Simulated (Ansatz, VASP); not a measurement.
# Two plane-wave programs on SrTiO3

```
Sr Ti O
1.0
     3.89138    0.00000    0.00000
     0.00000    3.89138    0.00000
     0.00000    0.00000    3.89138
Sr Ti O
1 1 3
Cartesian
  0.0141 0.0000 0.0000
  1.9667 1.9457 1.9457
  -0.0305 1.9457 1.9457
  1.9104 0.0000 1.9457
  1.9104 1.9457 0.0000
```

Alike in both runs: functional PBEsol; k mesh 8 × 8 × 8; occupations gaussian, width 0.05 eV; no spin polarisation.

Ansatz relaxed the structure, and its values are those at the end. VASP's run is a single point on that final structure, the one shown.

|  | VASP | Ansatz |
| --- | --- | --- |
| version | VASP 6.6.1 | Ansatz 0.2.0 |
| potentials or method | VASP PAW PBE potentials, release 64 (Sr_sv, Ti_sv, O), cutoff 520 eV | scalar-relativistic, plane waves, PAW |
| valence electrons in the cell | 40 | 40 |

```tsv
	VASP	Ansatz	Ansatz less VASP
gap on the k mesh at the Fermi level (eV)	1.83	1.87	+0.038
least direct gap on the mesh (eV)	2.22	2.24	+0.019
pressure (GPa)	0.8	0.2	-0.64
rms of the force components (eV/Å)	0.007	0.000	-0.0069
```

VASP's potentials were made for PBE, not for PBEsol, and Ansatz warns of the same on its side. Ansatz's warnings: stress scf threshold loose.
